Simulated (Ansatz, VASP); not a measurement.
# One calculation of Pt, two programs

```xyz
5
Lattice="2.7543 0.0000 0.0000 0.0000 2.7543 0.0000 0.0000 0.0000 23.7904" Properties=species:S:1:pos:R:3 pbc="T T T"
Pt    0.0000    0.0000    8.0633
Pt    1.3772    1.3772    9.9570
Pt    0.0000    0.0000   11.8952
Pt    1.3772    1.3772   13.8334
Pt    0.0000    0.0000   15.7271
```

Alike in both runs: functional LDA; k mesh 13 × 13 × 1; occupations fermi-dirac, width 0.1 eV; no spin polarisation.

Ansatz relaxed the structure, and its values are those at the end. VASP's run is a single point on that final structure, the one shown.

|  | VASP | Ansatz |
| --- | --- | --- |
| version | VASP 6.6.1 | Ansatz 0.2.0 |
| potentials or method | VASP PAW LDA potentials, release 64 (Pt), cutoff 520 eV | all-electron LAPW, scalar-relativistic |

Ansatz gave:

| Item | Value |
| --- | --- |
| rms of the force components (eV/Å) | 0.001 |

Task: What did VASP give for the same quantities?

Result: rms of the force components (eV/Å): 0.016.

LDA's correlation is that of Perdew and Zunger in VASP and of Perdew and Wang (1992) in Ansatz. Ansatz ran all-electron here, and VASP with PAW potentials.

Neither program's run includes spin-orbit coupling.
